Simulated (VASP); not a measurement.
# CuO (C2/c) in VASP: single point with PBEsol+U

Aim: the single point of CuO with PBEsol+U.

Program: VASP 6.6.1. These are calculated values, not measurements. Logs are shortened: lines on timing, memory, paths and dates and some standing lists are left out, and cuts for length are marked.

## 1. The cell of the first run

The structure is monoclinic, space group C2/c (No. 15). The conventional cell has a = 4.684 Å, b = 3.423 Å, c = 5.129 Å, α = 90.00°, β = 99.54°, γ = 90.00°. Cu (site symmetry -1) has 4 O at 1.95 to 1.96 Å within 2.6 Å. O (site symmetry 2) has 6 Cu at 1.95 to 2.78 Å and 6 O at 2.62 to 2.90 Å within 3.0 Å.

## 2. Single point, PBEsol+U

Input file INCAR:

```
PREC     = Accurate       # precision mode
ENCUT    = 1340           # plane-wave cutoff, eV
EDIFF    = 1E-6           # SCF threshold, eV
ISMEAR   = 0              # smearing method
SIGMA    = 0.05           # smearing width, eV
LREAL    = F              # projectors in reciprocal space
LASPH    = T              # aspherical terms in the spheres
NELM     = 200            # most SCF steps
ALGO     = Normal         # electronic algorithm
ISIF     = 2              # what is computed and relaxed
LWAVE    = F              # write WAVECAR
LCHARG   = F              # write CHGCAR
LMAXMIX  = 4              # l up to which the mixer works
LDAU     = T              # DFT+U
LDAUTYPE = 2            
LDAUL    = 2 -1           # shell
LDAUU    = 3 0            # U, eV
LDAUJ    = 0 0          
LDAUPRINT= 1            
GGA      = PS             # functional
NBANDS   = 33             # bands
GGA_COMPAT= F
```

Input file KPOINTS:

```
Automatic mesh
0
Gamma
  7 7 4
```

Input file POSCAR:

```
CuO
1.0
    2.3418496200     -1.7112997200      0.0000000000
    2.3418496200      1.7112997200      0.0000000000
   -0.8500298600      0.0000000000      5.0578691900
Cu O
2 2
Direct
    0.0000000000      0.5000000000      0.0000000000
    0.5000000000      0.0000000000      0.5000000000
    0.5816000000      0.4184000000      0.2500000000
    0.4184000000      0.5816000000      0.7500000000
```

Potentials or basis: VASP PAW PBE potentials, release 64 (Cu_sv_GW, O_h).

Launch:

```bash
$ cat potpaw_PBE.64/Cu_sv_GW/POTCAR potpaw_PBE.64/O_h/POTCAR > POTCAR
$ mpirun -np 1 vasp_std > vasp.out
```

OUTCAR:

```text
PREC = Accurate
   ENCUT = 1340
   EDIFF = 1E-6
   ISMEAR = 0
   LREAL = F
   LASPH = T
   NELM = 200
   ISIF = 2
   GGA = PS

 ion  position               nearest neighbor table
   1  0.000  0.500  0.000-   3 1.95   4 1.95   4 1.96   3 1.96
   2  0.500  0.000  0.500-   4 1.95   3 1.95   4 1.96   3 1.96
   3  0.582  0.418  0.250-   2 1.95   1 1.95   2 1.96   1 1.96
   4  0.418  0.582  0.750-   1 1.95   2 1.95   2 1.96   1 1.96

  LATTYP: Found a base centered monoclinic cell.
 ALAT       =     4.6836992400
 B/A-ratio  =     0.7307470580
 C/A-ratio  =     1.0950319264
 COS(beta)  =    -0.1657365907

  Lattice vectors:

 A1 = (   2.3418496200,  -1.7112997200,   0.0000000000)
 A2 = (   2.3418496200,   1.7112997200,   0.0000000000)
 A3 = (  -0.8500298600,   0.0000000000,   5.0578691900)

Analysis of symmetry for initial positions (statically):
=====================================================================
 Subroutine PRICEL returns:
 Original cell was already a primitive cell.

 Routine SETGRP: Setting up the symmetry group for a
 base centered monoclinic supercell.

 Subroutine GETGRP returns: Found  4 space group operations
 (whereof  2 operations were pure point group operations)
 out of a pool of  4 trial point group operations.

The static configuration has the point symmetry S_2 .
 The point group associated with its full space group is C_2h.

Analysis of symmetry for dynamics (positions and initial velocities):
=====================================================================
 Subroutine PRICEL returns:
 Original cell was already a primitive cell.

 Routine SETGRP: Setting up the symmetry group for a
 base centered monoclinic supercell.

 Subroutine GETGRP returns: Found  4 space group operations
 (whereof  2 operations were pure point group operations)
 out of a pool of  4 trial point group operations.

The dynamic configuration has the point symmetry S_2 .
[... 186 lines left out ...]
 -0.0154  0.8707 -0.0010 -0.0886  0.0278
 -0.0121 -0.0010  0.9408 -0.0011 -0.0012
 -0.0090 -0.0886 -0.0011  0.8195  0.0364
  0.0024  0.0278 -0.0012  0.0364  0.9250

spin component  2

  0.9189 -0.0154 -0.0121 -0.0090  0.0024
 -0.0154  0.8707 -0.0010 -0.0886  0.0278
 -0.0121 -0.0010  0.9408 -0.0011 -0.0012
 -0.0090 -0.0886 -0.0011  0.8195  0.0364
  0.0024  0.0278 -0.0012  0.0364  0.9250

 occupancies and eigenvectors

  o =  0.7399  v = -0.0928 -0.5835 -0.0114 -0.7700  0.2404  0.0000  0.0000  0.0000  0.0000  0.0000      0.0000  0.0000  0.0000  0.0000  0.0000  0.0000  0.0000  0.0000  0.0000  0.0000
  o =  0.7399  v =  0.0000  0.0000  0.0000  0.0000  0.0000 -0.0928 -0.5835 -0.0114 -0.7700  0.2404      0.0000  0.0000  0.0000  0.0000  0.0000  0.0000  0.0000  0.0000  0.0000  0.0000
  o =  0.9131  v =  0.8787  0.1630  0.3867 -0.2032  0.1025  0.0000  0.0000  0.0000  0.0000  0.0000      0.0000  0.0000  0.0000  0.0000  0.0000  0.0000  0.0000  0.0000  0.0000  0.0000
  o =  0.9131  v =  0.0000  0.0000  0.0000  0.0000  0.0000  0.8787  0.1630  0.3867 -0.2032  0.1025      0.0000  0.0000  0.0000  0.0000  0.0000  0.0000  0.0000  0.0000  0.0000  0.0000
  o =  0.9360  v =  0.0395  0.2085 -0.1749 -0.4288 -0.8605  0.0000  0.0000  0.0000  0.0000  0.0000      0.0000  0.0000  0.0000  0.0000  0.0000  0.0000  0.0000  0.0000  0.0000  0.0000
  o =  0.9360  v =  0.0000  0.0000  0.0000  0.0000  0.0000  0.0395  0.2085 -0.1749 -0.4288 -0.8605      0.0000  0.0000  0.0000  0.0000  0.0000  0.0000  0.0000  0.0000  0.0000  0.0000
  o =  0.9386  v =  0.0000  0.0000  0.0000  0.0000  0.0000  0.1291 -0.7260  0.3350  0.3940 -0.4345      0.0000  0.0000  0.0000  0.0000  0.0000  0.0000  0.0000  0.0000  0.0000  0.0000
  o =  0.9386  v =  0.1291 -0.7260  0.3350  0.3940 -0.4345  0.0000  0.0000  0.0000  0.0000  0.0000      0.0000  0.0000  0.0000  0.0000  0.0000  0.0000  0.0000  0.0000  0.0000  0.0000
  o =  0.9472  v =  0.0000  0.0000  0.0000  0.0000  0.0000 -0.4484  0.2496  0.8412 -0.1631 -0.0498      0.0000  0.0000  0.0000  0.0000  0.0000  0.0000  0.0000  0.0000  0.0000  0.0000
  o =  0.9472  v = -0.4484  0.2496  0.8412 -0.1631 -0.0498  0.0000  0.0000  0.0000  0.0000  0.0000      0.0000  0.0000  0.0000  0.0000  0.0000  0.0000  0.0000  0.0000  0.0000  0.0000

 number of electron      50.0000006 magnetization

 Free energy of the ion-electron system (eV)
  ---------------------------------------------------
  ext. energy  EPLUGINS =         0.00000000
  ---------------------------------------------------
  free energy    TOTEN  =       -18.81068093 eV

  energy without entropy =      -18.80692141  energy(sigma->0) =      -18.80880117

 E-fermi :   5.7738     XC(G=0): -12.5248

 val. band max:        5.7548647238   @ k =  -0.4286   0.1429   0.2500
 cond. band min:       5.7830872865   @ k =  -0.1429   0.0000   0.2500
 fundamental gap:      0.0282225627
 Fermi energy:         5.7737765542

 k-point     1 :       0.0000    0.0000    0.0000
  band No.  band energies     occupation
      1    -105.7364      2.00000
      2    -105.7357      2.00000
      3     -63.4492      2.00000
      4     -63.4484      2.00000
      5     -63.4206      2.00000
      6     -63.4122      2.00000
[... 853 lines left out ...]
     32      20.9222      0.00000
     33      22.0065      0.00000

 [... further k-points ...]

------------------------ aborting loop because EDIFF is reached ----------------------------------------

  FORCE on cell =-STRESS in cart. coord.  units (eV):
  Direction    XX          YY          ZZ          XY          YZ          ZX
  --------------------------------------------------------------------------------------
  -------------------------------------------------------------------------------------
  Total       -1.0005013     -0.4110074     -1.3860397      0.0000000      0.0000000     -0.0978108
  in kB      -39.5408120    -16.2434233    -54.7776740      0.0000000      0.0000000     -3.8655816
  external PRESSURE =     -36.8539698 kB  Pullay stress =       0.0000000 kB

 VOLUME and BASIS-vectors are now :
 -----------------------------------------------------------------------------
  energy-cutoff  :     1340.00
  volume of cell :       40.54
      direct lattice vectors                 reciprocal lattice vectors
     2.341849620 -1.711299720  0.000000000     0.213506451 -0.292175587  0.035882078
     2.341849620  1.711299720  0.000000000     0.213506451  0.292175587  0.035882078
    -0.850029860  0.000000000  5.057869190     0.000000000  0.000000000  0.197711717

 POSITION                                       TOTAL-FORCE (eV/Angst)
 -----------------------------------------------------------------------------------
      1.17092      0.85565      0.00000        -0.000000     -0.000000      0.000000
      0.74591     -0.85565      2.52893        -0.000000     -0.000000      0.000000
      2.12934     -0.27928      1.26447        -0.000000      0.338426      0.000000
      1.70433      0.27928      3.79340         0.000000     -0.338426      0.000000
 -----------------------------------------------------------------------------------
    total drift:                                0.000000      0.000000      0.000000

  FREE ENERGIE OF THE ION-ELECTRON SYSTEM (eV)
  ---------------------------------------------------
  free  energy   TOTEN  =       -18.8106809339 eV

  energy  without entropy=      -18.8069214070  energy(sigma->0) =      -18.80880117
```

Run time: 4.9 min. Hardware: 1 thread of Intel Xeon 6975P-C (Granite Rapids), shared host; peak memory 0.48 GiB.

Results:

```yaml
Free_energy: -18.8107 eV
Pressure: -3.7 GPa
Largest_force: 0.338 eV/Å
Band_gap_on_the_k_mesh: zero (bands 25 and 26 overlap by 0.73 eV)
```

Forces on the atoms (eV/Å):
```
Cu   0.000  0.000  0.000
Cu   0.000  0.000  0.000
O    0.000  0.338  0.000
O    0.000 -0.338  0.000
```

Stress tensor (GPa, compression positive):
```
-3.95  0.00 -0.39
 0.00 -1.62  0.00
-0.39  0.00 -5.48
```

Eigenvalues of the final occupation matrices:
```tsv
site	spin	trace	eigenvalues
site 1 d	1	4.47	0.74 0.91 0.94 0.94 0.95
site 1 d	2	4.47	0.74 0.91 0.94 0.94 0.95
site 2 d	1	4.47	0.74 0.91 0.94 0.94 0.95
site 2 d	2	4.47	0.74 0.91 0.94 0.94 0.95
```

Caveat: the cell stands under tension; the PAW data sets were made with another functional, which shifts forces and pressure a little; U without spin polarisation on a metal has little footing.

The gap in the log of VASP goes by the Fermi energy; the results here count the filled bands.